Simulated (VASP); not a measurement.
A run of VASP 6.6.1 is set up as follows.

INCAR

```
SYSTEM = SrVO3
PREC     = Accurate       ! precision mode
ENCUT    = 520            ! plane-wave cutoff, eV
EDIFF    = 1E-6           ! SCF threshold, eV
ISMEAR   = 0              ! smearing method
SIGMA    = 0.05           ! smearing width, eV
LREAL    = .FALSE.        ! projectors in reciprocal space
LASPH    = .TRUE.         ! aspherical terms in the spheres
NELM     = 150            ! most SCF steps
ALGO     = Normal         ! electronic algorithm
ISIF     = 2              ! what is computed and relaxed
LWAVE    = .FALSE.        ! write WAVECAR
LCHARG   = .FALSE.        ! write CHGCAR
ISPIN    = 2              ! spin polarisation
MAGMOM   = 0 0.13 0 0 0   ! initial moments
LORBIT   = 11             ! projections on sites
LMAXMIX  = 4              ! l up to which the mixer works
GGA      = PE             ! functional
NBANDS   = 32             ! bands
```

KPOINTS

```
Automatic mesh
0
G
  8 8 8
  0 0 0
```

Contents of POSCAR:

```
SrVO3
1.0
    3.8579762213      0.0000000000      0.0000000000
    0.0000000000      3.8579762213      0.0000000000
    0.0000000000      0.0000000000      3.8579762213
Sr V O
1 1 3
Direct
    0.5000000000      0.5000000000      0.5000000000
    0.0000000000      0.0000000000      0.0000000000
    0.5000000000      0.0000000000      0.0000000000
    0.0000000000      0.5000000000      0.0000000000
    0.0000000000      0.0000000000      0.5000000000
```

Potentials or basis: VASP PAW PBE potentials, release 64 (Sr_sv, V_sv, O).

Launch:

```console
$ cat potpaw_PBE.64/Sr_sv/POTCAR potpaw_PBE.64/V_sv/POTCAR potpaw_PBE.64/O/POTCAR > POTCAR
$ mpirun -np 1 vasp_std > vasp.out
```

Task: What does it give for the pressure?

Result: 0.9 GPa.

Task: What does it give for the net moment?

Result: 0.15 μB per cell.

Task: Estimate the site moments.

Result: Sr +0.00; V +0.14; O +0.00 μB.
